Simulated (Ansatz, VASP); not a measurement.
One calculation of PtS2, two programs

INCAR

```
PREC = Accurate
ENCUT = 520
EDIFF = 1E-7
ISMEAR = 0
SIGMA = 0.05
LREAL = F
LASPH = T
NELM = 80
ALGO = Normal
ISIF = 2
LWAVE = F
LCHARG = F
GGA = PE
IBRION = 2
NSW = 50
EDIFFG = -0.01
```

Contents of KPOINTS:

```
regular mesh
0
Gamma
  9 9 4
```

File POSCAR:

```
PtS2
1.0
    3.8270000000      0.0000000000      0.0000000000
   -1.9135000000      3.3142792203      0.0000000000
    0.0000000000      0.0000000000      6.8215000000
Pt S
1 2
Direct
    0.0000000000      0.0000000000      0.0000000000
    0.3333333333      0.6666666667      0.1889525212
    0.6666666667      0.3333333333      0.8110474788
```

Input for Ansatz:

```yaml
crystal:
  lattice:
    - [3.827, 0.0, 0.0]
    - [-1.9135, 3.3142792203, 0.0]
    - [0.0, 0.0, 6.8215]
  atoms:
    - { symbol: Pt, position: [0.0, 0.0, 0.0] }
    - { symbol: S, position: [0.3333333333, 0.6666666667, 0.1889525212] }
    - { symbol: S, position: [0.6666666667, 0.3333333333, 0.8110474788] }
basis:
  ecutwfc: 420
kpoints:
  mp_grid: { grid: [9, 9, 4] }
hamiltonian:
  xc: pbe
  pseudopotentials: { kind: paw }
scf:
  occupations: { method: gaussian, width: 0.05 }
output:
  forces: true
  stress: true
  eigenvalues: true
relax:
  adjacent_minimum: "off"
  f_tol: 0.01
  max_steps: 30
```

Alike in both runs: task relaxation of the atoms; functional PBE; k mesh 9 × 9 × 4; occupations gaussian, width 0.05 eV; no spin polarisation.

|  | VASP | Ansatz |
| --- | --- | --- |
| version | VASP 6.6.1 | Ansatz 0.2.0 |
| potentials or method | VASP PAW PBE potentials, release 64 (Pt, S), cutoff 520 eV | scalar-relativistic, plane waves, PAW |
| valence electrons in the cell | 22 | 30 |

```tsv
	VASP	Ansatz	Ansatz less VASP
gap on the k mesh at the Fermi level, each at its own relaxed structure (eV)	1.21	1.22	+0.004
```

VASP's potentials hold 22 valence electrons a cell and Ansatz's 30, so a difference there can come from the potentials and not from the codes. Ansatz's warnings: stress scf threshold loose.

Spin-orbit coupling is off throughout.
